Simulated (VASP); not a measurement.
Input of a VASP 6.6.1 run:

INCAR

```
SYSTEM = Rh
PREC = Accurate ; ENCUT = 520
EDIFF = 1E-6 ; ISMEAR = -1
SIGMA = 0.1 ; LREAL = .False.
LASPH = .True. ; NELM = 60
ALGO = Normal ; ISIF = 2
LWAVE = .False. ; LCHARG = .False.
GGA = PE ; NBANDS = 14
```

Contents of KPOINTS:

```
regular mesh
0
Gamma
  20 20 20
  0 0 0
```

POSCAR

```
Rh
1.0
    1.5160182495      1.5160182495      1.5160182495
   -1.5160182495      1.5160182495      1.5160182495
   -1.5160182495     -1.5160182495      1.5160182495
Rh
1
Direct
    0.0000000000      0.0000000000      0.0000000000
```

Potentials or basis: VASP PAW PBE potentials, release 64 (Rh_pv).

Launch:

```sh
$ cat potpaw_PBE.64/Rh_pv/POTCAR > POTCAR
$ mpirun -np 1 vasp_std > vasp.out
```

Problem. Predict the pressure.

Solution. 10.1 GPa.
